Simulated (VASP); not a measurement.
# Br (Cmce) in VASP: relaxation of cell and atoms with PBE

Aim: the relaxation of cell and atoms of Br with PBE.

Everything below comes from runs of VASP 6.6.1. Logs are shortened: lines on timing, memory, paths and dates and some standing lists are left out, and cuts for length are marked.

## Step 1: The cell of the first run

The structure is orthorhombic, space group Cmce (No. 64). The conventional cell has a = 6.609 Å, b = 4.326 Å, c = 9.094 Å, α = 90.00°, β = 90.00°, γ = 90.00°. Within 3.3 Å of Br (site symmetry m) lie 3 Br at 2.52 to 3.24 Å.

## Step 2: Relaxation of cell and atoms, PBE

INCAR reads:

```
SYSTEM = Br
ALGO = Normal ; EDIFF = 1E-7
EDIFFG = -0.03 ; ENCUT = 600
GGA = PE ; IBRION = 2
ISIF = 3 ; ISMEAR = 0
LASPH = .TRUE. ; LCHARG = .FALSE.
LREAL = .FALSE. ; LWAVE = .FALSE.
NELM = 60 ; NSW = 80
PREC = Accurate ; SIGMA = 0.05
```

KPOINTS reads:

```
k-points
0
G
  6 6 2
  0 0 0
```

POSCAR reads:

```
Br
1.0
    3.3044953521     -2.1630406487      0.0000000000
    3.3044953521      2.1630406487      0.0000000000
    0.0000000000      0.0000000000      9.0937608815
Br
4
Direct
    0.8451500000      0.1548500000      0.1175000000
    0.1548500000      0.8451500000      0.8825000000
    0.3451500000      0.6548500000      0.3825000000
    0.6548500000      0.3451500000      0.6175000000
```

Potentials or basis: VASP PAW PBE potentials, release 64 (Br).

Started as:

```bash
cat potpaw_PBE.64/Br/POTCAR > POTCAR
mpirun -np 1 vasp_std > vasp.out
```

OUTCAR:

```text
SYSTEM = Br
   EDIFF = 1E-7
   EDIFFG = -0.03
   ENCUT = 600
   GGA = PE
   IBRION = 2
   ISIF = 3
   ISMEAR = 0
   LASPH = .TRUE.
   LREAL = .FALSE.
   NELM = 60
   NSW = 80
   PREC = Accurate

 ion  position               nearest neighbor table
   1  0.845  0.155  0.117-   2 2.52
   2  0.155  0.845  0.883-   1 2.52
   3  0.345  0.655  0.383-   4 2.52
   4  0.655  0.345  0.617-   3 2.52

  LATTYP: Found a base centered orthorhombic cell.
 ALAT       =     4.3260812974
 B/A-ratio  =     1.5277083924
 C/A-ratio  =     2.1020781295

  Lattice vectors:

 A1 = (  -3.3044953521,  -2.1630406487,   0.0000000000)
 A2 = (   3.3044953521,  -2.1630406487,   0.0000000000)
 A3 = (   0.0000000000,   0.0000000000,   9.0937608815)

Analysis of symmetry for initial positions (statically):
=====================================================================
 Subroutine PRICEL returns:
 Original cell was already a primitive cell.

 Routine SETGRP: Setting up the symmetry group for a
 base centered orthorhombic supercell.

 Subroutine GETGRP returns: Found  8 space group operations
 (whereof  4 operations were pure point group operations)
 out of a pool of  8 trial point group operations.

The static configuration has the point symmetry C_2h.
 The point group associated with its full space group is D_2h.

Analysis of symmetry for dynamics (positions and initial velocities):
=====================================================================
 Subroutine PRICEL returns:
 Original cell was already a primitive cell.

 Routine SETGRP: Setting up the symmetry group for a
 base centered orthorhombic supercell.

 Subroutine GETGRP returns: Found  8 space group operations
 (whereof  4 operations were pure point group operations)
 out of a pool of  8 trial point group operations.

The dynamic configuration has the point symmetry C_2h.
 The point group associated with its full space group is D_2h.

 Subroutine INISYM returns: Found  8 space group operations
 (whereof  4 operations are pure point group operations),
 and found     1 'primitive' translations

----------------------------------------------------------------------------------------

                                     Primitive cell

  volume of cell :     130.0000

  direct lattice vectors                    reciprocal lattice vectors
     3.304495352 -2.163040649  0.000000000     0.151309034 -0.231156081  0.000000000
     3.304495352  2.163040649  0.000000000     0.151309034  0.231156081  0.000000000
     0.000000000  0.000000000  9.093760881     0.000000000  0.000000000  0.109965504

  length of vectors
     3.949485331  3.949485331  9.093760881     0.276274425  0.276274425  0.109965504

  position of ions in fractional coordinates (direct lattice)
     0.845150000  0.154850000  0.117500000
     0.154850000  0.845150000  0.882500000
     0.345150000  0.654850000  0.382500000
     0.654850000  0.345150000  0.617500000

  ion indices of the primitive-cell ions
   primitive index   ion index
                 1           1
                 2           2
                 3           3
                 4           4

----------------------------------------------------------------------------------------

 KPOINTS: k-points

Automatic generation of k-mesh.
 Grid dimensions read from file:
 generate k-points for:    6    6    2

 Generating k-lattice:

  Cartesian coordinates                     Fractional coordinates (reciprocal lattice)
     0.025218172 -0.038526014  0.000000000     0.166666667  0.000000000  0.000000000
     0.025218172  0.038526014  0.000000000     0.000000000  0.166666667  0.000000000
     0.000000000  0.000000000  0.054982752     0.000000000  0.000000000  0.500000000

  Length of vectors
     0.046045737  0.046045737  0.054982752

  Shift w.r.t. Gamma in fractional coordinates (k-lattice)
     0.000000000  0.000000000  0.000000000

 Subroutine IBZKPT returns following result:
 ===========================================

 Found     26 irreducible k-points:

 Following reciprocal coordinates:
            Coordinates               Weight
  0.000000  0.000000  0.000000      1.000000
  0.166667  0.000000  0.000000      4.000000
  0.333333  0.000000  0.000000      4.000000
  0.500000  0.000000  0.000000      2.000000
  0.166667  0.166667  0.000000      2.000000
  0.333333  0.166667  0.000000      4.000000
[... 16 lines left out ...]
  0.333333  0.333333  0.500000      2.000000
  0.500000  0.333333  0.500000      4.000000
 [... further k-points ...]
   k-points           NKPTS =     26   k-points in BZ     NKDIM =     26   number of bands    NBANDS=     18
   number of dos      NEDOS =    301   number of ions     NIONS =      4
   total plane-waves  NPLWV =  81920
   dimension x,y,z NGX =    32 NGY =   32 NGZ =   80
   dimension x,y,z NGXF=    64 NGYF=   64 NGZF=  160
   ions per type =               4
   NGX,Y,Z   is equivalent  to a cutoff of  13.47, 13.47, 14.63 a.u.
   NGXF,Y,Z  is equivalent  to a cutoff of  26.94, 26.94, 29.25 a.u.
 SYSTEM =  Br
   PREC   = accura    normal or accurate (medium, high low for compatibility)
   ISTART =      0    job   : 0-new  1-cont  2-samecut
   ICHARG =      2    charge: 1-file 2-atom 10-const
   ISPIN  =      1    spin polarized calculation?
   LNONCOLLINEAR =      F non collinear calculations
   LSORBIT =      F    spin-orbit coupling
   LASPH  =      T    aspherical Exc in radial PAW
   ENCUT  =  600.0 eV  44.10 Ry    6.64 a.u.   7.89  7.89 18.16*2*pi/ulx,y,z
   NELM   =     60;   NELMIN=  2; NELMDL= -5     # of ELM steps
   EDIFF  = 0.1E-06   stopping-criterion for ELM
   LREAL  =      F    real-space projection
   EDIFFG = -.3E-01   stopping-criterion for IOM
   NSW    =     80    number of steps for IOM
   IBRION =      2    ionic relax: 0-MD 1-quasi-New 2-CG
   NFREE  =      1    steps in history (QN), initial steepest desc. (CG)
   ISIF   =      3    stress and relaxation
   ISYM   =      2    0-nonsym 1-usesym 2-fastsym
   POTIM  = 0.5000    time-step for ionic-motion
   TEBEG  =    0.0;   TEEND  =   0.0 temperature during run
   PSTRESS=    0.0 pullay stress
   NELECT =      28.0000    total number of electrons
   NUPDOWN=      -1.0000    fix difference up-down
   EMIN   =  10.00;   EMAX   =-10.00  energy-range for DOS
   EFERMI =   0.00;   METHOD = LEGACY
   ISMEAR =     0;   SIGMA  =   0.05  broadening in eV -4-tet -1-fermi 0-gaus
   EFERMI_NEDOS =   21; number of points for ismear=-14 and -15
   IALGO  =     38    algorithm
   IMIX   =      4    mixing-type and parameters
     AMIX     =   0.40;   BMIX     =  1.00
     AMIX_MAG =   1.60;   BMIX_MAG =  1.00
  volume/ion in A,a.u.               =      32.50       219.32
  Fermi-wavevector in a.u.,A,eV,Ry     =   0.981325  1.854436 13.102405  0.963000
  Thomas-Fermi vector in A             =   2.112323
   LORBIT       =      0    0 simple, 1 ext, 2 COOP (PROOUT), +10 PAW based schemes
   GGA     = PE    functional components
   LHFCALC =     F    Hartree Fock is set to
   AEXX    =    0.0000 exact exchange contribution
   IVDW    =     0    specifies the selected vdW correction
   LEPSILON=     F    determine dielectric tensor
   LRPA    =     F    only Hartree local field effects (RPA)
 conjugate gradient relaxation of ions
 non-spin polarized calculation
 Gauss-broadening in eV      SIGMA  =   0.05
  energy-cutoff  :      600.00
  volume of cell :      130.00
 maximum number of plane-waves:      4370
   NGX = 15   NGY = 15   NGZ = 37

--------------------------------------- Ionic step        1  -------------------------------------------

 number of electron      28.0000001 magnetization

 Free energy of the ion-electron system (eV)
  ---------------------------------------------------
  ext. energy  EPLUGINS =         0.00000000
  ---------------------------------------------------
  free energy    TOTEN  =        -6.21818282 eV

  energy without entropy =       -6.21818282  energy(sigma->0) =       -6.21818282

------------------------ aborting loop because EDIFF is reached ----------------------------------------

  FORCE on cell =-STRESS in cart. coord.  units (eV):
  Direction    XX          YY          ZZ          XY          YZ          ZX
  --------------------------------------------------------------------------------------
  -------------------------------------------------------------------------------------
  Total        1.7379922     -1.8197856     -5.0795673      0.0000000     -0.0000000      0.0000000
  in kB       21.4197827    -22.4278399    -62.6028280      0.0000000     -0.0000000      0.0000000
  external PRESSURE =     -21.2036284 kB  Pullay stress =       0.0000000 kB
[... 95 lines left out ...]
  FREE ENERGIE OF THE ION-ELECTRON SYSTEM (eV)
  ---------------------------------------------------
  free  energy   TOTEN  =        -6.4230470922 eV

  energy  without entropy=       -6.4230470922  energy(sigma->0) =       -6.42304709

 E-fermi :   0.4300     XC(G=0):  -8.2000

 val. band max:        0.1596466568   @ k =   0.0000   0.0000   0.0000
 cond. band min:       1.5835627788   @ k =   0.5000   0.5000   0.0000
 fundamental gap:      1.4239161220
 Fermi energy:         0.4299543016

 k-point     1 :       0.0000    0.0000    0.0000
  band No.  band energies     occupation
      1     -15.6265      2.00000
      2     -15.0937      2.00000
      3     -13.3758      2.00000
      4     -12.3786      2.00000
      5      -4.7872      2.00000
      6      -3.4600      2.00000
[... 10 lines left out ...]
     17       6.2487      0.00000
     18       7.0061      0.00000
[... 466 lines left out ...]
      2     -15.1637      2.00000
      3     -12.7790      2.00000
      4     -12.7790      2.00000
      5      -4.3094      2.00000
      6      -4.3094      2.00000
[... 10 lines left out ...]
     17       8.4576      0.00000
     18       8.4576      0.00000

 [... further k-points ...]

[... ionic steps 4 to 11 ...]

--------------------------------------- Ionic step       12  -------------------------------------------

 number of electron      28.0000001 magnetization

------------------------ aborting loop because EDIFF is reached ----------------------------------------

  FORCE on cell =-STRESS in cart. coord.  units (eV):
  Direction    XX          YY          ZZ          XY          YZ          ZX
  --------------------------------------------------------------------------------------
  -------------------------------------------------------------------------------------
  Total        0.0322270      0.1017435      0.2680795      0.0000000      0.0000000      0.0000000
  in kB        0.3304794      1.0433541      2.7490864      0.0000000      0.0000000      0.0000000
  external PRESSURE =       1.3743066 kB  Pullay stress =       0.0000000 kB
[... 61 lines left out ...]
  energy  without entropy=       -6.5619650114  energy(sigma->0) =       -6.56196501

--------------------------------------- Ionic step       14  -------------------------------------------

 number of electron      27.9999997 magnetization

 Free energy of the ion-electron system (eV)
  ---------------------------------------------------
  ext. energy  EPLUGINS =         0.00000000
  ---------------------------------------------------
  free energy    TOTEN  =        -6.56207227 eV

  energy without entropy =       -6.56207227  energy(sigma->0) =       -6.56207227

 E-fermi :  -0.9127     XC(G=0):  -7.1618

 val. band max:       -1.1455980648   @ k =   0.0000   0.0000   0.0000
 cond. band min:       0.2205609948   @ k =   0.0000   0.0000   0.0000
 fundamental gap:      1.3661590596
 Fermi energy:        -0.9127363748

 k-point     1 :       0.0000    0.0000    0.0000
  band No.  band energies     occupation
      1     -16.7814      2.00000
      2     -16.2520      2.00000
      3     -14.6259      2.00000
      4     -13.6544      2.00000
      5      -6.0105      2.00000
      6      -4.7658      2.00000
[... 10 lines left out ...]
     17       4.2346      0.00000
     18       5.4085      0.00000
[... 466 lines left out ...]
      2     -16.4864      2.00000
      3     -14.1124      2.00000
      4     -14.1124      2.00000
      5      -5.5730      2.00000
      6      -5.5730      2.00000
[... 10 lines left out ...]
     17       7.1478      0.00000
     18       7.1478      0.00000

 [... further k-points ...]

------------------------ aborting loop because EDIFF is reached ----------------------------------------

  FORCE on cell =-STRESS in cart. coord.  units (eV):
  Direction    XX          YY          ZZ          XY          YZ          ZX
  --------------------------------------------------------------------------------------
  -------------------------------------------------------------------------------------
  Total        0.0247951      0.0166001     -0.0619555      0.0000000      0.0000000      0.0000000
  in kB        0.2537464      0.1698808     -0.6340362      0.0000000      0.0000000      0.0000000
  external PRESSURE =      -0.0701363 kB  Pullay stress =       0.0000000 kB
[... 19 lines left out ...]
  FREE ENERGIE OF THE ION-ELECTRON SYSTEM (eV)
  ---------------------------------------------------
  free  energy   TOTEN  =        -6.5620722708 eV

  energy  without entropy=       -6.5620722708  energy(sigma->0) =       -6.56207227

 reached required accuracy - stopping structural energy minimisation
```

It took 10 min on 1 thread of Intel Xeon Platinum 8488C (Sapphire Rapids), shared host; peak memory 0.3 GiB.

What came out:

```yaml
Free_energy: -6.5621 eV
Relaxed_volume: 39.14 Å³/atom
Relaxed_cell: a = 4.716 Å, b = 4.716 Å, c = 8.722 Å, α = 90.00°, β = 90.00°, γ = 53.82°
Space_group_after_relaxing_to_0.1_Å: Cmce (No. 64)
Energy_gained_by_relaxing: 86.0 meV/atom
Ionic_steps: 14
Pressure_after_relaxing: 0.0 GPa
Largest_force_after_relaxing: 0.017 eV/Å
Band_gap_on_the_k_mesh: 1.37 eV
```

Forces on the atoms (eV/Å):
```
Br   0.000 -0.012  0.012
Br   0.000  0.012 -0.012
Br   0.000 -0.012 -0.012
Br   0.000  0.012  0.012
```

The path:
```csv
step,energy change (eV),largest force (eV/Å),pressure (GPa),volume (Å³)
1,0.0000,0.8277,-2.12,130.00
2,-0.1627,0.6631,2.84,121.86
3,-0.2049,0.1360,0.98,124.20
4,-0.2370,0.1105,0.76,126.99
5,-0.2986,0.0419,0.29,135.43
6,-0.3294,0.1165,-0.15,152.63
7,-0.3226,0.2973,0.77,152.59
8,-0.3317,0.0562,0.14,152.62
9,-0.3374,0.0342,0.04,154.35
10,-0.3406,0.0437,-0.10,156.96
11,-0.3427,0.0748,0.07,156.46
12,-0.3429,0.0889,0.14,156.24
13,-0.3438,0.0376,0.04,156.44
14,-0.3439,0.0173,-0.01,156.56
```

Final structure:
```cif
data_structure
_symmetry_space_group_name_H-M 'P 1'
_symmetry_Int_Tables_number 1
_cell_length_a 4.7156
_cell_length_b 4.7156
_cell_length_c 8.7220
_cell_angle_alpha 90.000
_cell_angle_beta 90.000
_cell_angle_gamma 53.824
_cell_volume 156.56
loop_
_atom_site_label
_atom_site_type_symbol
_atom_site_fract_x
_atom_site_fract_y
_atom_site_fract_z
_atom_site_occupancy
Br1 Br 0.85718 0.14282 0.11788 1
Br2 Br 0.14282 0.85718 0.88212 1
Br3 Br 0.35718 0.64282 0.38212 1
Br4 Br 0.64282 0.35718 0.61788 1
```

Caveat: the volume moved by over 15 % at a fixed basis, so the end points are rough; this functional lacks dispersion, which holds the molecules together, so the pressure and a relaxed volume are unreliable.
